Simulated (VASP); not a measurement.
# Si16O (a cell with a defect) in VASP: notebook

Runs on Si16O (a cell with a defect). Level: PBEsol. Tasks: single point.

Everything below comes from runs of VASP 6.6.1. Logs are shortened: lines on timing, memory, paths and dates and some standing lists are left out, and cuts for length are marked.

## Step 1: The cell of the first run

The cell holds a defect, 17 atoms: a = 7.679 Å, b = 7.679 Å, c = 7.679 Å, α = 60.00°, β = 60.00°, γ = 60.00°.

## Step 2: Single point, PBEsol, collinear spin, zero start

Contents of INCAR:

```
PREC = Accurate
ENCUT = 520
EDIFF = 1E-7
ISMEAR = 0
SIGMA = 0.05
LREAL = Auto
LASPH = True
NELM = 150
ALGO = Normal
ISIF = 2
LWAVE = False
LCHARG = False
ISPIN = 2
MAGMOM = 0 0 0 0 0 0 0 0 0 0 0 0 0 0 0 0 0
LORBIT = 11
GGA = PS
NBANDS = 53
```

Contents of KPOINTS:

```
Automatic mesh
0
Gamma
  2 2 2
```

Contents of POSCAR:

```
Si16O
1.0
    0.0000000000      5.4300000000      5.4300000000
    5.4300000000      0.0000000000      5.4300000000
    5.4300000000      5.4300000000      0.0000000000
Si O
16 1
Direct
    0.0023209945      0.0017349908     -0.0005335175
    0.1231813076      0.1304798343      0.1248162983
   -0.0048228361      0.0013874770      0.5006222836
    0.1240084715      0.1231924494      0.6249620626
    0.0408193370      0.5053014733     -0.0558232044
    0.1274104972      0.6277359116      0.1080191529
    0.0013772560      0.4971956722      0.4834094843
    0.1531410681      0.6301898711      0.5720467772
    0.4946213628     -0.0272454880      0.0530296501
    0.6281539595      0.1248462247      0.1409981584
    0.4981511971     -0.0024633517      0.5165523020
    0.6203414365      0.0841513812      0.6807342541
    0.5008698895      0.5007562615     -0.0033008287
    0.6694037753      0.6165361878      0.0781271639
    0.5095618785      0.4555915285      0.5458615101
    0.6255383057      0.6240867403      0.6269906077
    0.6910202578      0.4334952118      0.3118283610
```

Potentials or basis: VASP PAW PBE potentials, release 64 (Si, O).

Command:

```console
> cat potpaw_PBE.64/Si/POTCAR potpaw_PBE.64/O/POTCAR > POTCAR
> mpirun -np 1 vasp_std > vasp.out
```

OUTCAR:

```text
PREC = Accurate
   ENCUT = 520
   EDIFF = 1E-7
   ISMEAR = 0
   LREAL = Auto
   LASPH = True
   NELM = 150
   ISIF = 2
   ISPIN = 2
   LORBIT = 11
   GGA = PS

 ion  position               nearest neighbor table
   1  0.002  0.002  0.999-   6 2.35   4 2.35  10 2.35   2 2.35
   2  0.123  0.130  0.125-   1 2.35   9 2.36   3 2.36   5 2.38
   3  0.995  0.001  0.501-   4 2.35   8 2.35   2 2.36  12 2.38
   4  0.124  0.123  0.625-   7 2.35   1 2.35  11 2.35   3 2.35
   5  0.041  0.505  0.944-  14 2.33   8 2.33   6 2.36   2 2.38
   6  0.127  0.628  0.108-  13 2.34   1 2.35   7 2.35   5 2.36
   7  0.001  0.497  0.483-   4 2.35   6 2.35   8 2.35  16 2.36
   8  0.153  0.630  0.572-  15 2.32   5 2.33   3 2.35   7 2.35
   9  0.495  0.973  0.053-  14 2.32  12 2.34   2 2.36  10 2.36
  10  0.628  0.125  0.141-   1 2.35  11 2.36   9 2.36  13 2.36
  11  0.498  0.998  0.517-  16 2.34   4 2.35  10 2.36  12 2.36
  12  0.620  0.084  0.681-  15 2.33   9 2.34  11 2.36   3 2.38
  13  0.501  0.501  0.997-  14 2.32  16 2.32   6 2.34  10 2.36
  14  0.669  0.617  0.078-  17 1.66  13 2.32   9 2.32   5 2.33  15 2.93
  15  0.510  0.456  0.546-  17 1.66  16 2.32   8 2.32  12 2.33  14 2.93
  16  0.626  0.624  0.627-  15 2.32  13 2.32  11 2.34   7 2.36
  17  0.691  0.433  0.312-  15 1.66  14 1.66

  LATTYP: Found a face centered cubic cell.
 ALAT       =    10.8600000000

  Lattice vectors:

 A1 = (   0.0000000000,   5.4300000000,   5.4300000000)
 A2 = (   5.4300000000,   0.0000000000,   5.4300000000)
 A3 = (   5.4300000000,   5.4300000000,   0.0000000000)

Analysis of symmetry for initial positions (statically):
=====================================================================
 Subroutine PRICEL returns:
 Original cell was already a primitive cell.

 Routine SETGRP: Setting up the symmetry group for a
 face centered cubic supercell.

 Subroutine GETGRP returns: Found  1 space group operations
 (whereof  1 operations were pure point group operations)
 out of a pool of 48 trial point group operations.

The static configuration has the point symmetry C_1 .

Analysis of symmetry for dynamics (positions and initial velocities):
=====================================================================
 Subroutine PRICEL returns:
 Original cell was already a primitive cell.

 Routine SETGRP: Setting up the symmetry group for a
 face centered cubic supercell.

 Subroutine GETGRP returns: Found  1 space group operations
 (whereof  1 operations were pure point group operations)
 out of a pool of 48 trial point group operations.

The dynamic configuration has the point symmetry C_1 .

Analysis of structural, dynamic, and magnetic symmetry:
=====================================================================
 Subroutine PRICEL returns:
 Original cell was already a primitive cell.

 Routine SETGRP: Setting up the symmetry group for a
 face centered cubic supercell.

 Subroutine GETGRP returns: Found  1 space group operations
 (whereof  1 operations were pure point group operations)
 out of a pool of 48 trial point group operations.

The overall configuration has the point symmetry C_1 .

 Subroutine INISYM returns: Found  1 space group operations
 (whereof  1 operations are pure point group operations),
 and found     1 'primitive' translations

----------------------------------------------------------------------------------------

                                     Primitive cell

  volume of cell :     320.2060

  direct lattice vectors                    reciprocal lattice vectors
     0.000000000  5.430000000  5.430000000    -0.092081031  0.092081031  0.092081031
     5.430000000  0.000000000  5.430000000     0.092081031 -0.092081031  0.092081031
     5.430000000  5.430000000  0.000000000     0.092081031  0.092081031 -0.092081031

  length of vectors
     7.679179644  7.679179644  7.679179644     0.159489025  0.159489025  0.159489025

  position of ions in fractional coordinates (direct lattice)
     0.002320995  0.001734991  0.999466482
     0.123181308  0.130479834  0.124816298
     0.995177164  0.001387477  0.500622284
     0.124008471  0.123192449  0.624962063
     0.040819337  0.505301473  0.944176796
     0.127410497  0.627735912  0.108019153
[... 9 lines left out ...]
     0.625538306  0.624086740  0.626990608
     0.691020258  0.433495212  0.311828361

  ion indices of the primitive-cell ions
   primitive index   ion index
                 1           1
                 2           2
[... 60 lines left out ...]
 SYSTEM =  unknown system
   PREC   = accura    normal or accurate (medium, high low for compatibility)
   ISTART =      0    job   : 0-new  1-cont  2-samecut
   ICHARG =      2    charge: 1-file 2-atom 10-const
   ISPIN  =      2    spin polarized calculation?
   LNONCOLLINEAR =      F non collinear calculations
   LSORBIT =      F    spin-orbit coupling
   LASPH  =      T    aspherical Exc in radial PAW
   ENCUT  =  520.0 eV  38.22 Ry    6.18 a.u.  14.28 14.28 14.28*2*pi/ulx,y,z
   NELM   =    150;   NELMIN=  2; NELMDL= -5     # of ELM steps
   EDIFF  = 0.1E-06   stopping-criterion for ELM
   LREAL  =      T    real-space projection
   EDIFFG = 0.1E-05   stopping-criterion for IOM
   NSW    =      0    number of steps for IOM
   IBRION =     -1    ionic relax: 0-MD 1-quasi-New 2-CG
   NFREE  =      0    steps in history (QN), initial steepest desc. (CG)
   ISIF   =      2    stress and relaxation
   ISYM   =      2    0-nonsym 1-usesym 2-fastsym
   POTIM  = 0.5000    time-step for ionic-motion
   TEBEG  =    0.0;   TEEND  =   0.0 temperature during run
   PSTRESS=    0.0 pullay stress
   NELECT =      70.0000    total number of electrons
   NUPDOWN=      -1.0000    fix difference up-down
   EMIN   =  10.00;   EMAX   =-10.00  energy-range for DOS
   EFERMI =   0.00;   METHOD = LEGACY
   ISMEAR =     0;   SIGMA  =   0.05  broadening in eV -4-tet -1-fermi 0-gaus
   EFERMI_NEDOS =   21; number of points for ismear=-14 and -15
   IALGO  =     38    algorithm
   IMIX   =      4    mixing-type and parameters
     AMIX     =   0.40;   BMIX     =  1.00
     AMIX_MAG =   1.60;   BMIX_MAG =  1.00
  volume/ion in A,a.u.               =      18.84       127.11
  Fermi-wavevector in a.u.,A,eV,Ry     =   0.986199  1.863645 13.232857  0.972588
  Thomas-Fermi vector in A             =   2.117562
   LORBIT       =     11    0 simple, 1 ext, 2 COOP (PROOUT), +10 PAW based schemes
   GGA     = PS    functional components
   LHFCALC =     F    Hartree Fock is set to
   AEXX    =    0.0000 exact exchange contribution
   IVDW    =     0    specifies the selected vdW correction
   LEPSILON=     F    determine dielectric tensor
   LRPA    =     F    only Hartree local field effects (RPA)
 spin polarized calculation
 Gauss-broadening in eV      SIGMA  =   0.05
  energy-cutoff  :      520.00
  volume of cell :      320.21
 maximum number of plane-waves:      8646
 NGX is ok and might be reduce to    60
   NGX = 29   NGY = 29   NGZ = 29

 number of electron      69.9999999 magnetization       0.0000000

 number of electron      69.9999999 magnetization      -0.0000000

 Free energy of the ion-electron system (eV)
  ---------------------------------------------------
  ext. energy  EPLUGINS =         0.00000000
  ---------------------------------------------------
  free energy    TOTEN  =       -98.32055666 eV

  energy without entropy =      -98.32055666  energy(sigma->0) =      -98.32055666

 E-fermi :   6.0420     XC(G=0):  -9.6839

 val. band max:        5.8404497124   @ k =   0.0000   0.0000   0.0000
 cond. band min:       6.2436371613   @ k =   0.0000   0.0000   0.0000
 fundamental gap:      0.4031874489
 Fermi energy:         6.0419737957

 spin component 1

 k-point     1 :       0.0000    0.0000    0.0000
  band No.  band energies     occupation
      1     -14.4900      1.00000
      2      -5.8759      1.00000
      3      -4.4670      1.00000
      4      -3.7359      1.00000
      5      -3.7160      1.00000
      6      -3.3742      1.00000
[... 389 lines left out ...]
     46      10.0730      0.00000
     47      10.3504      0.00000
 Fermi energy:         6.0419737957

 spin component 2

 k-point     1 :       0.0000    0.0000    0.0000
  band No.  band energies     occupation
      1     -14.4900      1.00000
      2      -5.8759      1.00000
      3      -4.4670      1.00000
      4      -3.7359      1.00000
      5      -3.7160      1.00000
      6      -3.3742      1.00000
[... 389 lines left out ...]
     46      10.0730      0.00000
     47      10.3504      0.00000
 [bands above 47 left out]

------------------------ aborting loop because EDIFF is reached ----------------------------------------

  FORCE on cell =-STRESS in cart. coord.  units (eV):
  Direction    XX          YY          ZZ          XY          YZ          ZX
  --------------------------------------------------------------------------------------
  -------------------------------------------------------------------------------------
  Total        4.4906682      4.5089870      5.1446744      2.9031888     -2.0771625     -2.1120209
  in kB       22.4694306     22.5610904     25.7418046     14.5263458    -10.3932548    -10.5676717
  external PRESSURE =      23.5907752 kB  Pullay stress =       0.0000000 kB

 VOLUME and BASIS-vectors are now :
 -----------------------------------------------------------------------------
  energy-cutoff  :      520.00
  volume of cell :      320.21
      direct lattice vectors                 reciprocal lattice vectors
     0.000000000  5.430000000  5.430000000    -0.092081031  0.092081031  0.092081031
     5.430000000  0.000000000  5.430000000     0.092081031 -0.092081031  0.092081031
     5.430000000  5.430000000  0.000000000     0.092081031  0.092081031 -0.092081031

 POSITION                                       TOTAL-FORCE (eV/Angst)
 -----------------------------------------------------------------------------------
      5.43652      5.43971      0.02202         0.014493     -0.001943      0.001259
      1.38626      1.34663      1.37738        -0.003712      0.007302      0.011373
      2.72591      8.12219      5.41135        -0.000146     -0.011896      0.002727
      4.06248      4.06691      1.34230        -0.009621      0.006318     -0.007346
      7.87067      5.34853      2.96544        -0.003806     -0.001850     -0.004994
      3.99515      1.27838      4.10044        -0.011840     -0.002185      0.001104
[... 9 lines left out ...]
      6.79335      6.80123      6.78546         0.002315     -0.011119     -0.000512
      4.04711      5.44547      6.10612        -0.037405      0.046141     -0.002679
 -----------------------------------------------------------------------------------
    total drift:                                0.000246      0.000851     -0.000979

  FREE ENERGIE OF THE ION-ELECTRON SYSTEM (eV)
  ---------------------------------------------------
  free  energy   TOTEN  =       -98.3205566648 eV

  energy  without entropy=      -98.3205566642  energy(sigma->0) =      -98.32055666

 total charge

# of ion       s       p       d       tot
------------------------------------------
    1        0.739   0.957   0.000   1.696
    2        0.745   0.932   0.000   1.677
    3        0.745   0.932   0.000   1.678
    4        0.739   0.957   0.000   1.696
    5        0.750   0.951   0.000   1.701
    6        0.740   0.951   0.000   1.691
[... 9 lines left out ...]
   16        0.745   0.973   0.000   1.718
   17        1.572   3.582   0.000   5.154
--------------------------------------------------
tot         13.475  18.806   0.000  32.280

 magnetization (x)

# of ion       s       p       d       tot
------------------------------------------
    1        0.000   0.000   0.000   0.000
    2        0.000   0.000   0.000   0.000
    3       -0.000  -0.000   0.000  -0.000
    4       -0.000   0.000   0.000   0.000
    5        0.000   0.000   0.000   0.000
    6       -0.000   0.000   0.000   0.000
[... 9 lines left out ...]
   16       -0.000  -0.000   0.000  -0.000
   17       -0.000   0.000   0.000   0.000
--------------------------------------------------
tot         -0.000   0.000   0.000   0.000
```

It took 8.5 min on 1 thread of Intel Xeon Platinum 8488C (Sapphire Rapids), shared host; peak memory 0.71 GiB.

Results:

- Free energy: -98.3206 eV
- Pressure: 2.4 GPa
- Largest force: 0.089 eV/Å
- Band gap on the k mesh: 0.40 eV
- Net moment: 0.00 μB per cell
- Valence electrons inside the program's atomic spheres: Si 1.70, 1.68, 1.69, 1.71, 1.72; O 5.15

Forces on the atoms (eV/Å):
```
Si   0.014 -0.002  0.001
Si  -0.004  0.007  0.011
Si   0.000 -0.012  0.003
Si  -0.010  0.006 -0.007
Si  -0.004 -0.002 -0.005
Si  -0.012 -0.002  0.001
Si   0.007 -0.003 -0.003
Si   0.002  0.002  0.009
Si   0.006  0.003  0.000
Si  -0.005 -0.006 -0.008
Si   0.004  0.000  0.011
Si   0.004  0.006 -0.008
Si   0.001  0.009  0.004
Si  -0.023 -0.069  0.052
Si   0.054  0.028 -0.057
Si   0.002 -0.011 -0.001
O   -0.037  0.046 -0.003
```

Caveat: the k points lie up to 0.50 Å⁻¹ apart; the PAW data sets were made with another functional, which shifts forces and pressure a little.

## Step 3: Single point, PBEsol, collinear spin, zero start

Contents of INCAR:

```
ALGO = Normal
EDIFF = 1E-6
ENCUT = 520
GGA = PS
ISIF = 2
ISMEAR = 0
ISPIN = 2
LASPH = T
LCHARG = T
LELF = T
LORBIT = 11
LREAL = Auto
LVHAR = T
LWAVE = F
MAGMOM = 0 0 0 0 0 0 0 0 0 0 0 0 0 0 0 0 0
NBANDS = 53
NELM = 150
PREC = Accurate
SIGMA = 0.05
```

Contents of KPOINTS:

```
k-points
0
Gamma
  2 2 2
```

Contents of POSCAR:

```
Si16O
1.0
    0.0000000000      5.4300000000      5.4300000000
    5.4300000000      0.0000000000      5.4300000000
    5.4300000000      5.4300000000      0.0000000000
Si O
16 1
Direct
   -0.0036846225      0.0017477901     -0.0000345304
    0.1066861878      0.1244224678      0.1411596685
   -0.0135562615     -0.0012687845      0.5167686004
    0.1275002762      0.1231610497      0.6254041436
    0.0036224678      0.5002802947     -0.0041044199
    0.1375391344      0.6276558932      0.1081256906
    0.0169542357      0.4973647330      0.4837452118
    0.1224912523      0.6252531308      0.6261360037
    0.4801919890     -0.0287046961      0.0536805709
    0.6213850829      0.1299692449      0.1250200737
    0.5023697053      0.0013358195      0.5008105893
    0.6132988950      0.0843545120      0.6815193370
    0.5106760589      0.5047335175     -0.0548723757
    0.6379491713      0.6150270718      0.0788195212
    0.4878408840      0.4557139963      0.5463825046
    0.6433705341      0.6300666667      0.5731519337
    0.5657037753      0.4321709945      0.3124148250
```

Potentials or basis: VASP PAW PBE potentials, release 64 (Si, O).

Command:

```console
> cat potpaw_PBE.64/Si/POTCAR potpaw_PBE.64/O/POTCAR > POTCAR
> mpirun -np 1 vasp_std > vasp.out
```

It took 7.5 min on 1 thread of Intel Xeon Platinum 8488C (Sapphire Rapids), shared host; peak memory 0.71 GiB.

The run converged. Its results:

```yaml
Free_energy: -98.3199 eV
Pressure: 2.4 GPa
Largest_force: 0.116 eV/Å
Band_gap_on_the_k_mesh: 0.40 eV
Net_moment: 0.00 μB per cell
Valence_electrons_inside_the_program's_atomic_spheres: Si 1.70, 1.69, 1.72, 1.71, 1.68; O 5.16
```

Forces on the atoms (eV/Å):
```
Si  -0.003  0.006  0.004
Si  -0.002  0.002 -0.001
Si  -0.002 -0.006 -0.007
Si   0.006 -0.007 -0.005
Si   0.003  0.005 -0.007
Si  -0.003  0.004 -0.003
Si  -0.007 -0.001  0.004
Si  -0.003  0.004  0.008
Si   0.017 -0.001 -0.007
Si   0.000  0.008 -0.001
Si   0.001  0.001  0.003
Si  -0.009  0.017  0.010
Si   0.009 -0.019 -0.008
Si  -0.028 -0.076  0.084
Si   0.085  0.064 -0.026
Si  -0.010 -0.002  0.010
O   -0.053  0.002 -0.057
```

Stress tensor (GPa, compression positive):
```
 2.26  1.10 -1.44
 1.10  2.62 -1.05
-1.44 -1.05  2.28
```

Levels at points of the mesh, in eV from the valence-band top:
Spin up:
| k point | band 33 | band 34 | band 35 | band 36 | band 37 | band 38 |
| --- | --- | --- | --- | --- | --- | --- |
| (0.00, 0.00, 0.00) | -0.33 | -0.07 | 0.00 | 0.40 | 0.67 | 0.70 |
| (0.50, 0.00, 0.00) | -0.76 | -0.63 | -0.57 | 1.11 | 1.37 | 1.51 |
| (0.00, 0.50, 0.00) | -0.81 | -0.63 | -0.54 | 1.22 | 1.33 | 1.49 |
| (0.00, 0.00, 0.50) | -0.68 | -0.66 | -0.08 | 1.06 | 1.34 | 1.44 |
| (0.50, 0.50, 0.50) | -0.80 | -0.62 | -0.55 | 1.22 | 1.32 | 1.49 |
| (0.50, 0.50, 0.00) | -1.26 | -1.19 | -0.55 | 1.19 | 1.38 | 2.24 |
| (0.00, 0.50, 0.50) | -1.27 | -1.19 | -0.52 | 1.18 | 1.38 | 2.24 |
| (0.50, 0.00, 0.50) | -1.34 | -1.03 | -0.96 | 1.35 | 1.38 | 2.22 |
Spin down:
```csv
k point,band 32,band 33,band 34,band 35,band 36,band 37,band 38,band 39
"(0.00, 0.00, 0.00)",-0.93,-0.33,-0.07,0.00,0.40,0.67,0.70,0.89
"(0.50, 0.00, 0.00)",-1.24,-0.76,-0.63,-0.57,1.11,1.37,1.51,1.57
"(0.00, 0.50, 0.00)",-1.23,-0.81,-0.63,-0.54,1.22,1.33,1.49,1.62
"(0.00, 0.00, 0.50)",-0.77,-0.68,-0.66,-0.08,1.06,1.34,1.44,1.47
"(0.50, 0.50, 0.50)",-1.23,-0.80,-0.62,-0.55,1.22,1.32,1.49,1.62
"(0.50, 0.50, 0.00)",-1.44,-1.26,-1.19,-0.55,1.19,1.38,2.24,2.32
"(0.00, 0.50, 0.50)",-1.44,-1.27,-1.19,-0.52,1.18,1.38,2.24,2.31
"(0.50, 0.00, 0.50)",-1.38,-1.34,-1.03,-0.96,1.35,1.38,2.22,2.32
```

Caveat: the k points lie up to 0.50 Å⁻¹ apart; the PAW data sets were made with another functional, which shifts forces and pressure a little.
